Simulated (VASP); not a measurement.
Ce: single point with LDA

Ce:

```
Ce
1.0
     0.00000    2.26493    2.26493
     2.26493    0.00000    2.26493
     2.26493    2.26493    0.00000
Ce
1
Direct
  0.00000 0.00000 0.00000
```

```json
{"Program": "VASP 6.6.1", "Task": "single point", "Functional": "LDA", "Potentials or basis": "VASP PAW LDA potentials, release 64 (Ce)", "Cutoff": "520 eV", "k mesh": "16 × 16 × 16", "Occupations": "fermi-dirac, width 0.1 eV", "Spin": "no spin polarisation"}
```

The pressure is -0.6 GPa. The band gap on the k mesh is zero (bands 6 and 7 overlap by 0.41 eV).

Levels at points of the mesh, in eV from the Fermi level:
```csv
k point,band 3,band 4,band 5,band 6,band 7,band 8,band 9,band 10
"(0.00, 0.00, 0.00)",-15.29,-15.29,-2.41,-0.33,0.43,0.43,0.43,1.36
"(0.50, 0.00, 0.00)",-15.80,-15.80,-2.25,-0.23,0.51,0.51,0.95,1.18
"(0.50, 0.50, 0.00)",-16.74,-16.74,-3.41,-2.76,0.56,0.74,0.74,0.87
```

It took 26 s on 1 thread of Intel(R) Xeon(R) Platinum 8259CL CPU @ 2.50GHz (Skylake/Cascade Lake), with other jobs on the host, peak memory 0.17 GiB.

Caveat: spin-orbit coupling is left out, which moves the levels of the heavy elements; semilocal functionals describe open f shells poorly, which spoils levels, moments and volumes. Spin polarisation is off, so any magnetic state and its effect on volume and gap are missing.
